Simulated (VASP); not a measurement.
As:

```
As
1.0
     2.70368    0.00000    0.00000
     0.00000    2.70368    0.00000
     0.00000    0.00000    2.70368
As
1
Direct
  0.50000 0.50000 0.50000
```

Base run:

* Program: VASP 6.6.1
* Functional: RPBE
* Potentials or basis: VASP PAW PBE potentials, release 64 (As)
* Cutoff: 520 eV
* k mesh: 10 × 10 × 10
* Occupations: fermi-dirac, width 0.05 eV
* Spin: no spin polarisation

Its results: pressure 4.0 GPa.

Question: After a change of settings the same cell gave: pressure -0.2 GPa. Which change was it?
A. functional from RPBE to PBE; cutoff from 520 eV to 500 eV; occupations from fermi-dirac, width 0.05 eV to gaussian, width 0.027 eV
B. functional from RPBE to revPBE; further incar settings from ALGO = Normal; EDIFF = 1e-06; NBANDS = 8 to ALGO = Normal; EDIFF = 1e-07; NBANDS = 8
C. functional from RPBE to PBE; occupations from fermi-dirac, width 0.05 eV to gaussian, width 0.018 eV
D. functional from RPBE to r2SCAN

Answer: D.

Caveats: the PAW data sets were made with another functional, which shifts forces and pressure a little.
